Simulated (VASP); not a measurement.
# W in VASP: further runs, part 2 of 2

VASP 6.6.1. The steps go on from the part before.

## (3) Single point, PBEsol

Input file INCAR:

```
SYSTEM = W
  PREC = Accurate
  ENCUT = 520
  EDIFF = 1E-7
  ISMEAR = 0
  SIGMA = 0.1
  LREAL = .False.
  LASPH = .True.
  NELM = 100
  ALGO = Fast
  ISIF = 2
  LWAVE = .False.
  LCHARG = .False.
  LDIPOL = .True.
  IDIPOL = 3
  DIPOL = 0.5 0.5 0.500
  GGA = PS
  NBANDS = 73
```

Input file KPOINTS:

```
Automatic mesh
0
Gamma
  11 11 1
  0 0 0
```

Input file POSCAR:

```
W
1.0
    3.1543475082      0.0000000000      0.0000000000
    0.0000000000      3.1543475082      0.0000000000
    0.0000000000      0.0000000000     27.6173900327
W
9
Direct
    0.5000000000      0.5000000000      0.2775576808
    0.0000000000      0.0000000000      0.3280529977
    0.5000000000      0.5000000000      0.3865336784
    0.0000000000      0.0000000000      0.4430506755
    0.5000000000      0.5000000000      0.4999999995
    0.0000000000      0.0000000000      0.5569493249
    0.5000000000      0.5000000000      0.6134663209
    0.0000000000      0.0000000000      0.6719470027
    0.5000000000      0.5000000000      0.7224423195
```

Potentials or basis: VASP PAW PBE potentials, release 64 (W_sv).

Started as:

```
$ cat potpaw_PBE.64/W_sv/POTCAR > POTCAR
$ mpirun -np 1 vasp_std > vasp.out
```

OUTCAR:

```text
SYSTEM = W
   PREC = Accurate
   ENCUT = 520
   EDIFF = 1E-7
   ISMEAR = 0
   LREAL = .False.
   LASPH = .True.
   NELM = 100
   ISIF = 2
   GGA = PS

 ion  position               nearest neighbor table
   1  0.500  0.500  0.278-   2 2.63   2 2.63   2 2.63   2 2.63   3 3.01
   2  0.000  0.000  0.328-   1 2.63   1 2.63   1 2.63   1 2.63   3 2.75   3 2.75   3 2.75   3 2.75
                             4 3.18
   3  0.500  0.500  0.387-   4 2.72   4 2.72   4 2.72   4 2.72   2 2.75   2 2.75   2 2.75   2 2.75
                             1 3.01   5 3.13
   4  0.000  0.000  0.443-   3 2.72   3 2.72   3 2.72   3 2.72   5 2.73   5 2.73   5 2.73   5 2.73
                             6 3.15   2 3.18
   5  0.500  0.500  0.500-   4 2.73   4 2.73   4 2.73   4 2.73   6 2.73   6 2.73   6 2.73   6 2.73
                             3 3.13   7 3.13
   6  0.000  0.000  0.557-   7 2.72   7 2.72   7 2.72   7 2.72   5 2.73   5 2.73   5 2.73   5 2.73
                             4 3.15   8 3.18
   7  0.500  0.500  0.613-   6 2.72   6 2.72   6 2.72   6 2.72   8 2.75   8 2.75   8 2.75   8 2.75
                             9 3.01   5 3.13
   8  0.000  0.000  0.672-   9 2.63   9 2.63   9 2.63   9 2.63   7 2.75   7 2.75   7 2.75   7 2.75
                             6 3.18
   9  0.500  0.500  0.722-   8 2.63   8 2.63   8 2.63   8 2.63   7 3.01

  LATTYP: Found a simple tetragonal cell.
 ALAT       =     3.1543475082
 C/A-ratio  =     8.7553416232

  Lattice vectors:

 A1 = (   3.1543475082,   0.0000000000,   0.0000000000)
 A2 = (   0.0000000000,   3.1543475082,   0.0000000000)
 A3 = (   0.0000000000,   0.0000000000,  27.6173900327)

Analysis of symmetry for initial positions (statically):
=====================================================================
 Subroutine PRICEL returns:
 Original cell was already a primitive cell.

 Routine SETGRP: Setting up the symmetry group for a
 simple tetragonal supercell.

 Subroutine GETGRP returns: Found 16 space group operations
 (whereof 16 operations were pure point group operations)
 out of a pool of 16 trial point group operations.

[... 161 lines left out ...]
 NGX is ok and might be reduce to    24
   NGX = 11   NGY = 11   NGZ =103

 dipolmoment           0.000000      0.000000     -0.000000 electrons x Angstroem

 number of electron     126.0000003 magnetization

 dipolmoment           0.000000      0.000000      0.000000 electrons x Angstroem

 Free energy of the ion-electron system (eV)
  ---------------------------------------------------
  ext. energy  EPLUGINS =         0.00000000
  ---------------------------------------------------
  free energy    TOTEN  =      -118.86213400 eV

  energy without entropy =     -118.84120409  energy(sigma->0) =     -118.85166904

 E-fermi :   3.7930     XC(G=0):  -7.9036

 val. band max:        3.7569709923   @ k =   0.1818   0.1818   0.0000
 cond. band min:       3.8399270161   @ k =   0.2727   0.2727   0.0000
 fundamental gap:      0.0829560238
 Fermi energy:         3.7929908997

 k-point     1 :       0.0000    0.0000    0.0000
  band No.  band energies     occupation
      1     -70.2289      2.00000
      2     -70.1764      2.00000
      3     -70.1586      2.00000
      4     -69.9917      2.00000
      5     -69.9816      2.00000
      6     -69.9630      2.00000
[... 1585 lines left out ...]
     72       6.8012      0.00000
     73       7.0984      0.00000

------------------------ aborting loop because EDIFF is reached ----------------------------------------

 vacuum level on the upper side and lower side of the slab       (xc-potential included)        -0.128        -0.128

  FORCE on cell =-STRESS in cart. coord.  units (eV):
  Direction    XX          YY          ZZ          XY          YZ          ZX
  --------------------------------------------------------------------------------------
  -------------------------------------------------------------------------------------
  Total       -2.7494039     -2.7494039      0.5259782      0.0000000      0.0000000      0.0000000
  in kB      -16.0305127    -16.0305127      3.0667378      0.0000000      0.0000000      0.0000000
  external PRESSURE =      -9.6647625 kB  Pullay stress =       0.0000000 kB

 VOLUME and BASIS-vectors are now :
 -----------------------------------------------------------------------------
  energy-cutoff  :      520.00
  volume of cell :      274.79
      direct lattice vectors                 reciprocal lattice vectors
     3.154347508  0.000000000  0.000000000     0.317022775  0.000000000  0.000000000
     0.000000000  3.154347508  0.000000000     0.000000000  0.317022775  0.000000000
     0.000000000  0.000000000 27.617390033     0.000000000  0.000000000  0.036209070

 POSITION                                       TOTAL-FORCE (eV/Angst)
 -----------------------------------------------------------------------------------
      1.57717      1.57717      7.66542         0.000000      0.000000     -0.064563
      0.00000      0.00000      9.05997        -0.000000     -0.000000      0.010202
      1.57717      1.57717     10.67505        -0.000000     -0.000000      0.004187
      0.00000      0.00000     12.23590         0.000000      0.000000      0.011588
      1.57717      1.57717     13.80870         0.000000      0.000000      0.000000
      0.00000      0.00000     15.38149        -0.000000      0.000000     -0.011588
      1.57717      1.57717     16.94234         0.000000     -0.000000     -0.004187
      0.00000      0.00000     18.55742         0.000000     -0.000000     -0.010202
      1.57717      1.57717     19.95197         0.000000      0.000000      0.064563
 -----------------------------------------------------------------------------------
    total drift:                                0.000000     -0.000000      0.000007

  FREE ENERGIE OF THE ION-ELECTRON SYSTEM (eV)
  ---------------------------------------------------
  free  energy   TOTEN  =      -118.8621339990 eV

  energy  without entropy=     -118.8412040864  energy(sigma->0) =     -118.85166904

 vacuum level on the upper side and lower side of the slab         7.922         7.922
```

stdout:

```text
POSCAR found type information on POSCAR W
 POSCAR found :  1 types and       9 ions
 scaLAPACK will be used
 -----------------------------------------------------------------------------
|                                                                             |
|                                                                             |
|     You enforced a specific xc type in the INCAR file but a different       |
|     I HOPE YOU KNOW WHAT YOU ARE DOING!                                     |
|                                                                             |
 -----------------------------------------------------------------------------

 LDA part: xc-table for (Slater+PW92), standard interpolation
 POSCAR, INCAR and KPOINTS ok, starting setup
 FFT: planning ... GRIDC
 FFT: planning ... GRID_SOFT
 FFT: planning ... GRID
 WAVECAR not read
 entering main loop
WARNING in EDDRMM: call to ZHEGV failed, returncode =   8  4     68
```

It took 19 min on 1 thread of Intel Xeon Platinum 8259CL at 2.50GHz (Skylake/Cascade Lake), shared host; peak memory 0.51 GiB.

Results:

- Free energy: -118.8621 eV
- Largest force: 0.065 eV/Å
- Band gap on the k mesh: zero (band 63 reaches 5.45 eV, above the bottom of band 64 at 3.58 eV)

Forces on the atoms (eV/Å):
```
W    0.000  0.000 -0.065
W    0.000  0.000  0.010
W    0.000  0.000  0.004
W    0.000  0.000  0.012
W    0.000  0.000  0.000
W    0.000  0.000 -0.012
W    0.000  0.000 -0.004
W    0.000  0.000 -0.010
W    0.000  0.000  0.065
```

Levels at points of the mesh, in eV from the Fermi level:
| k point | band 59 | band 60 | band 61 | band 62 | band 63 | band 64 | band 65 | band 66 | band 67 | band 68 |
| --- | --- | --- | --- | --- | --- | --- | --- | --- | --- | --- |
| (0.00, 0.00, 0.00) | -0.82 | -0.50 | -0.50 | -0.34 | -0.22 | -0.21 | -0.06 | -0.06 | 0.38 | 0.49 |

Caveat: the PAW data sets were made with another functional, which shifts forces and pressure a little; spin-orbit coupling is left out, which moves the levels of the heavy elements.
